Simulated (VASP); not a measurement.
Set up this calculation in VASP 6.6.1, as the native input.

```yaml
Task: single point
Functional: PBE
Dispersion: D3(BJ)
Potentials_or_basis: VASP PAW PBE potentials, release 64 (Rh_pv)
Cutoff: 500 eV
k_mesh: 13 × 13 × 13
Occupations: methfessel-paxton, width 0.1 eV
Spin: no spin polarisation
Dipole_correction: no
Further_INCAR_settings: ALGO = Normal; EDIFF = 1e-06; NBANDS = 14
```

The structure of Rh lies in POSCAR:

```
Rh
1.0
    0.0000000000      1.9411382918      1.9411382918
    1.9411382918      0.0000000000      1.9411382918
    1.9411382918      1.9411382918      0.0000000000
Rh
1
Direct
    0.0000000000      0.0000000000      0.0000000000
```

The input as run:

INCAR

```
SYSTEM = Rh
ALGO     = Normal         ! electronic algorithm
EDIFF    = 1E-6           ! SCF threshold, eV
ENCUT    = 500            ! plane-wave cutoff, eV
GGA      = PE             ! functional
GGA_COMPAT= .FALSE.      
ISIF     = 2              ! what is computed and relaxed
ISMEAR   = 1              ! smearing method
IVDW     = 12             ! dispersion correction
LASPH    = .TRUE.         ! aspherical terms in the spheres
LCHARG   = .FALSE.        ! write CHGCAR
LREAL    = .FALSE.        ! projectors in reciprocal space
LWAVE    = .FALSE.        ! write WAVECAR
NBANDS   = 14             ! bands
NELM     = 120            ! most SCF steps
PREC     = Accurate       ! precision mode
SIGMA    = 0.1            ! smearing width, eV
```

KPOINTS

```
k-points
0
G
  13 13 13
  0 0 0
```

Potentials or basis: VASP PAW PBE potentials, release 64 (Rh_pv).

Run with:

```sh
$ cat potpaw_PBE.64/Rh_pv/POTCAR > POTCAR
$ mpirun -np 1 vasp_std > vasp.out
```

It gave:

| Item | Value |
| --- | --- |
| Pressure | -16.3 GPa |
| Band gap on the k mesh | zero (an odd number of electrons rules out a gap without spin polarisation) |
| Dispersion energy per atom | -0.607 eV |

Caveat: the cell stands under tension.

It took 23 s on 1 thread of Intel Xeon 8259CL, on a shared host, peak memory 0.14 GiB.
